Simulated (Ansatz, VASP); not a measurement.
## NaRh2: VASP beside Ansatz

```
Na Rh
1.0
    -1.57438    1.57438    5.12260
     1.57438   -1.57438    5.12260
     1.57438    1.57438   -5.12260
Na Rh
1 2
Direct
  0.00000 0.00000 0.00000
  0.34000 0.34000 0.00000
  0.66000 0.66000 0.00000
```

Alike in both runs: task relaxation of cell and atoms; functional PBE; k mesh 8 × 8 × 8; occupations gaussian, width 0.1 eV; no spin polarisation.

```csv
,VASP,Ansatz
version,VASP 6.6.1,Ansatz 0.2.0
potentials or method,"VASP PAW PBE potentials, release 64 (Na_pv, Rh_pv), cutoff 500 eV","scalar-relativistic, plane waves, PAW"
valence electrons in the cell,37,43
```

```tsv
	VASP	Ansatz	Ansatz less VASP
gap on the k mesh at the Fermi level, each at its own relaxed structure (eV)	none	none	-
relaxed volume (Å³/atom)	18.36	16.74	-1.622
relaxed length of the cell vector where the two differ most in proportion (Å)	5.987	6.936	+0.9487
```

A gap of «none» marks a metal or a gap that the smearing closes. One of these differences is far larger than is usual between the two programs; its cause wasn't traced. VASP's potentials hold 37 valence electrons a cell and Ansatz's 43, so a difference there can come from the potentials and not from the codes.
